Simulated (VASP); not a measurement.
# RbBr in VASP: settings compared

RbBr is run at these levels: PBE, r2SCAN; tasks: single point.

Everything below comes from runs of VASP 6.6.1. Logs are shortened: lines on timing, memory, paths and dates and some standing lists are left out, and cuts for length are marked.

## (1) The cell of the first run

It takes space group F-43m (No. 216, cubic). Conventional cell: a = 7.451 Å, b = 7.451 Å, c = 7.451 Å, α = 90.00°, β = 90.00°, γ = 90.00°. Within 4.2 Å of Rb (site symmetry -43m) lie 4 Br at 3.23 Å. Br (site symmetry -43m) has 4 Rb at 3.23 Å within 4.2 Å.

## (2) Single point, PBE (strain -3.7%)

The input, INCAR:

```
SYSTEM = RbBr
PREC     = Accurate       ! precision mode
ENCUT    = 520            ! plane-wave cutoff, eV
EDIFF    = 1E-7           ! SCF threshold, eV
ISMEAR   = -1             ! smearing method
SIGMA    = 0.02           ! smearing width, eV
LREAL    = .FALSE.        ! projectors in reciprocal space
LASPH    = .TRUE.         ! aspherical terms in the spheres
NELM     = 100            ! most SCF steps
ALGO     = Normal         ! electronic algorithm
ISIF     = 2              ! what is computed and relaxed
LWAVE    = .FALSE.        ! write WAVECAR
LCHARG   = .TRUE.         ! write CHGCAR
GGA      = PE             ! functional
LELF     = .TRUE.         ! ELF
LVHAR    = .TRUE.       
NBANDS   = 15             ! bands
```

The input, KPOINTS:

```
regular mesh
0
G
  6 6 6
  0 0 0
```

The input, POSCAR:

```
RbBr
1.0
    0.0000000000      3.7255515813      3.7255515813
    3.7255515813      0.0000000000      3.7255515813
    3.7255515813      3.7255515813      0.0000000000
Rb Br
1 1
Direct
    0.0000000000      0.0000000000      0.0000000000
    0.2500000000      0.2500000000      0.2500000000
```

Potentials or basis: VASP PAW PBE potentials, release 64 (Rb_sv, Br).

Launch:

```bash
> cat potpaw_PBE.64/Rb_sv/POTCAR potpaw_PBE.64/Br/POTCAR > POTCAR
> mpirun -np 1 vasp_std > vasp.out
```

OUTCAR:

```text
SYSTEM = RbBr
   PREC = Accurate
   ENCUT = 520
   EDIFF = 1E-7
   ISMEAR = -1
   LREAL = .FALSE.
   LASPH = .TRUE.
   NELM = 100
   ISIF = 2
   GGA = PE

 ion  position               nearest neighbor table
   1  0.000  0.000  0.000-   2 3.23   2 3.23   2 3.23   2 3.23
   2  0.250  0.250  0.250-   1 3.23   1 3.23   1 3.23   1 3.23

  LATTYP: Found a face centered cubic cell.
 ALAT       =     7.4511031626

  Lattice vectors:

 A1 = (   0.0000000000,   3.7255515813,   3.7255515813)
 A2 = (   3.7255515813,   0.0000000000,   3.7255515813)
 A3 = (   3.7255515813,   3.7255515813,   0.0000000000)

Analysis of symmetry for initial positions (statically):
=====================================================================
 Subroutine PRICEL returns:
 Original cell was already a primitive cell.

 Routine SETGRP: Setting up the symmetry group for a
 face centered cubic supercell.

 Subroutine GETGRP returns: Found 24 space group operations
 (whereof 24 operations were pure point group operations)
 out of a pool of 48 trial point group operations.

The static configuration has the point symmetry T_d .

Analysis of symmetry for dynamics (positions and initial velocities):
=====================================================================
 Subroutine PRICEL returns:
 Original cell was already a primitive cell.

 Routine SETGRP: Setting up the symmetry group for a
 face centered cubic supercell.

 Subroutine GETGRP returns: Found 24 space group operations
 (whereof 24 operations were pure point group operations)
 out of a pool of 48 trial point group operations.

The dynamic configuration has the point symmetry T_d .

 Subroutine INISYM returns: Found 24 space group operations
 (whereof 24 operations are pure point group operations),
 and found     1 'primitive' translations

----------------------------------------------------------------------------------------

                                     Primitive cell

  volume of cell :     103.4193

  direct lattice vectors                    reciprocal lattice vectors
     0.000000000  3.725551581  3.725551581    -0.134208315  0.134208315  0.134208315
     3.725551581  0.000000000  3.725551581     0.134208315 -0.134208315  0.134208315
     3.725551581  3.725551581  0.000000000     0.134208315  0.134208315 -0.134208315

  length of vectors
     5.268725574  5.268725574  5.268725574     0.232455620  0.232455620  0.232455620

  position of ions in fractional coordinates (direct lattice)
     0.000000000  0.000000000  0.000000000
     0.250000000  0.250000000  0.250000000

  ion indices of the primitive-cell ions
   primitive index   ion index
                 1           1
                 2           2

----------------------------------------------------------------------------------------

 KPOINTS: regular mesh

Automatic generation of k-mesh.
 Grid dimensions read from file:
 generate k-points for:    6    6    6

 Generating k-lattice:

  Cartesian coordinates                     Fractional coordinates (reciprocal lattice)
    -0.022368052  0.022368052  0.022368052     0.166666667  0.000000000  0.000000000
     0.022368052 -0.022368052  0.022368052     0.000000000  0.166666667  0.000000000
     0.022368052  0.022368052 -0.022368052     0.000000000  0.000000000  0.166666667

  Length of vectors
     0.038742603  0.038742603  0.038742603

  Shift w.r.t. Gamma in fractional coordinates (k-lattice)
     0.000000000  0.000000000  0.000000000

 Subroutine IBZKPT returns following result:
 ===========================================

 Found     16 irreducible k-points:

 Following reciprocal coordinates:
            Coordinates               Weight
  0.000000  0.000000  0.000000      1.000000
  0.166667  0.000000  0.000000      8.000000
  0.333333  0.000000  0.000000      8.000000
  0.500000  0.000000  0.000000      4.000000
  0.166667  0.166667  0.000000      6.000000
  0.333333  0.166667  0.000000     24.000000
[... 8 lines left out ...]
 -0.333333  0.333333  0.166667     24.000000
 -0.333333  0.500000  0.166667     12.000000
   k-points           NKPTS =     16   k-points in BZ     NKDIM =     16   number of bands    NBANDS=     15
   number of dos      NEDOS =    301   number of ions     NIONS =      2
   total plane-waves  NPLWV =  64000
   dimension x,y,z NGX =    40 NGY =   40 NGZ =   40
   dimension x,y,z NGXF=    80 NGYF=   80 NGZF=   80
   ions per type =               1   1
   NGX,Y,Z   is equivalent  to a cutoff of  12.62, 12.62, 12.62 a.u.
   NGXF,Y,Z  is equivalent  to a cutoff of  25.24, 25.24, 25.24 a.u.
 SYSTEM =  RbBr
   PREC   = accura    normal or accurate (medium, high low for compatibility)
   ISTART =      0    job   : 0-new  1-cont  2-samecut
   ICHARG =      2    charge: 1-file 2-atom 10-const
   ISPIN  =      1    spin polarized calculation?
   LNONCOLLINEAR =      F non collinear calculations
   LSORBIT =      F    spin-orbit coupling
   LASPH  =      T    aspherical Exc in radial PAW
   ENCUT  =  520.0 eV  38.22 Ry    6.18 a.u.   9.80  9.80  9.80*2*pi/ulx,y,z
   NELM   =    100;   NELMIN=  2; NELMDL= -5     # of ELM steps
   EDIFF  = 0.1E-06   stopping-criterion for ELM
   LREAL  =      F    real-space projection
   EDIFFG = 0.1E-05   stopping-criterion for IOM
   NSW    =      0    number of steps for IOM
   IBRION =     -1    ionic relax: 0-MD 1-quasi-New 2-CG
   NFREE  =      0    steps in history (QN), initial steepest desc. (CG)
   ISIF   =      2    stress and relaxation
   ISYM   =      2    0-nonsym 1-usesym 2-fastsym
   POTIM  = 0.5000    time-step for ionic-motion
   TEBEG  =    0.0;   TEEND  =   0.0 temperature during run
   PSTRESS=    0.0 pullay stress
   NELECT =      16.0000    total number of electrons
   NUPDOWN=      -1.0000    fix difference up-down
   EMIN   =  10.00;   EMAX   =-10.00  energy-range for DOS
   EFERMI =   0.00;   METHOD = LEGACY
   ISMEAR =    -1;   SIGMA  =   0.02  broadening in eV -4-tet -1-fermi 0-gaus
   EFERMI_NEDOS =   21; number of points for ismear=-14 and -15
   IALGO  =     38    algorithm
   IMIX   =      4    mixing-type and parameters
     AMIX     =   0.40;   BMIX     =  1.00
     AMIX_MAG =   1.60;   BMIX_MAG =  1.00
  volume/ion in A,a.u.               =      51.71       348.95
  Fermi-wavevector in a.u.,A,eV,Ry     =   0.878849  1.660784 10.508807  0.772376
  Thomas-Fermi vector in A             =   1.998992
   LORBIT       =      0    0 simple, 1 ext, 2 COOP (PROOUT), +10 PAW based schemes
   GGA     = PE    functional components
   LHFCALC =     F    Hartree Fock is set to
   AEXX    =    0.0000 exact exchange contribution
   IVDW    =     0    specifies the selected vdW correction
   LEPSILON=     F    determine dielectric tensor
   LRPA    =     F    only Hartree local field effects (RPA)
 non-spin polarized calculation
  energy-cutoff  :      520.00
  volume of cell :      103.42
 maximum number of plane-waves:      2798
   NGX = 19   NGY = 19   NGZ = 19

 number of electron      16.0000002 magnetization

 Free energy of the ion-electron system (eV)
  ---------------------------------------------------
  ext. energy  EPLUGINS =         0.00000000
  ---------------------------------------------------
  free energy    TOTEN  =        -5.86672531 eV

  energy without entropy =       -5.86672531  energy(sigma->0) =       -5.86672531

 E-fermi :  -2.2845     XC(G=0):  -6.1024

 val. band max:       -2.7903514854   @ k =   0.5000   0.5000   0.0000
 cond. band min:       1.4372209206   @ k =   0.0000   0.0000   0.0000
 fundamental gap:      4.2275724060
 Fermi energy:        -2.2844828872

 k-point     1 :       0.0000    0.0000    0.0000
  band No.  band energies     occupation
      1     -27.1244      2.00000
      2     -14.7409      2.00000
      3     -11.2557      2.00000
      4     -11.2557      2.00000
      5     -11.2557      2.00000
      6      -2.9426      2.00000
      7      -2.9426      2.00000
      8      -2.9426      2.00000
      9       1.4372      0.00000
     10       5.5276      0.00000
     11       5.5276      0.00000
     12       6.6636      0.00000
     13       6.6636      0.00000
     14       6.6636      0.00000
     15       7.9051      0.00000

 k-point     2 :       0.1667    0.0000    0.0000
  band No.  band energies     occupation
      1     -27.1234      2.00000
      2     -14.7591      2.00000
      3     -11.2608      2.00000
      4     -11.2608      2.00000
      5     -11.2366      2.00000
      6      -3.0196      2.00000
      7      -2.9235      2.00000
      8      -2.9235      2.00000
      9       1.8743      0.00000
     10       5.2579      0.00000
     11       5.2579      0.00000
     12       6.3122      0.00000
     13       6.9437      0.00000
     14       7.2219      0.00000
     15       7.2219      0.00000

 k-point     3 :       0.3333    0.0000    0.0000
  band No.  band energies     occupation
      1     -27.1212      2.00000
      2     -14.7945      2.00000
      3     -11.2708      2.00000
      4     -11.2708      2.00000
      5     -11.2009      2.00000
      6      -3.1238      2.00000
      7      -2.8867      2.00000
      8      -2.8867      2.00000
      9       2.8417      0.00000
     10       5.0614      0.00000
     11       5.1357      0.00000
     12       5.1357      0.00000
     13       6.7466      0.00000
     14       7.0118      0.00000
     15       7.0118      0.00000

 k-point     4 :       0.5000    0.0000    0.0000
  band No.  band energies     occupation
      1     -27.1202      2.00000
      2     -14.8118      2.00000
      3     -11.2758      2.00000
      4     -11.2758      2.00000
      5     -11.1842      2.00000
      6      -3.1558      2.00000
      7      -2.8690      2.00000
      8      -2.8690      2.00000
      9       3.7986      0.00000
     10       3.9248      0.00000
     11       5.2032      0.00000
     12       5.2032      0.00000
     13       6.6758      0.00000
     14       6.6758      0.00000
     15       7.4937      0.00000
[... 163 lines left out ...]
 k-point    14 :       0.5000    0.3333    0.1667
  band No.  band energies     occupation
      1     -27.1198      2.00000
      2     -14.8170      2.00000
      3     -11.3102      2.00000
      4     -11.2875      2.00000
      5     -11.1345      2.00000
      6      -3.1593      2.00000
      7      -2.9058      2.00000
      8      -2.8346      2.00000
      9       3.3346      0.00000
     10       4.1254      0.00000
     11       5.2975      0.00000
     12       5.6952      0.00000
     13       6.9840      0.00000
     14       7.1337      0.00000
     15       7.5749      0.00000

 k-point    15 :      -0.3333    0.3333    0.1667
  band No.  band energies     occupation
      1     -27.1191      2.00000
      2     -14.8281      2.00000
      3     -11.3223      2.00000
      4     -11.2943      2.00000
      5     -11.1113      2.00000
      6      -3.1181      2.00000
      7      -2.9612      2.00000
      8      -2.8147      2.00000
      9       3.4537      0.00000
     10       4.1167      0.00000
     11       5.3990      0.00000
     12       5.6893      0.00000
     13       6.8229      0.00000
     14       7.1975      0.00000
     15       7.6615      0.00000

 k-point    16 :      -0.3333    0.5000    0.1667
  band No.  band energies     occupation
      1     -27.1188      2.00000
      2     -14.8337      2.00000
      3     -11.3188      2.00000
      4     -11.3055      2.00000
      5     -11.1007      2.00000
      6      -3.1915      2.00000
      7      -2.9060      2.00000
      8      -2.7904      2.00000
      9       3.3047      0.00000
     10       4.0582      0.00000
     11       6.2463      0.00000
     12       6.2643      0.00000
     13       6.3071      0.00000
     14       6.7369      0.00000
     15       7.5395      0.00000

------------------------ aborting loop because EDIFF is reached ----------------------------------------

  FORCE on cell =-STRESS in cart. coord.  units (eV):
  Direction    XX          YY          ZZ          XY          YZ          ZX
  --------------------------------------------------------------------------------------
  -------------------------------------------------------------------------------------
  Total        0.9702473      0.9702473      0.9702473      0.0000000      0.0000000      0.0000000
  in kB       15.0311186     15.0311186     15.0311186      0.0000000      0.0000000      0.0000000
  external PRESSURE =      15.0311186 kB  Pullay stress =       0.0000000 kB

 VOLUME and BASIS-vectors are now :
 -----------------------------------------------------------------------------
  energy-cutoff  :      520.00
  volume of cell :      103.42
      direct lattice vectors                 reciprocal lattice vectors
     0.000000000  3.725551581  3.725551581    -0.134208315  0.134208315  0.134208315
     3.725551581  0.000000000  3.725551581     0.134208315 -0.134208315  0.134208315
     3.725551581  3.725551581  0.000000000     0.134208315  0.134208315 -0.134208315

 POSITION                                       TOTAL-FORCE (eV/Angst)
 -----------------------------------------------------------------------------------
      0.00000      0.00000      0.00000        -0.000000      0.000000      0.000000
      1.86278      1.86278      1.86278         0.000000     -0.000000     -0.000000
 -----------------------------------------------------------------------------------
    total drift:                               -0.000000     -0.000000     -0.000000

  FREE ENERGIE OF THE ION-ELECTRON SYSTEM (eV)
  ---------------------------------------------------
  free  energy   TOTEN  =        -5.8667253105 eV

  energy  without entropy=       -5.8667253105  energy(sigma->0) =       -5.86672531
```

Wall time 28 s (1 thread of Oxide Virtual Turin-like, shared host); peak memory 0.2 GiB.

What came out:

```
Free energy            : -5.8667 eV
Pressure               : 1.5 GPa
Band gap on the k mesh : 4.23 eV (least direct gap 4.38 eV)
```

Caveat: the cell differs from its parent crystal (strain -3.7%); the structure was generated, so it needn't be the stable form of RbBr.

[end of part 1 of 2]
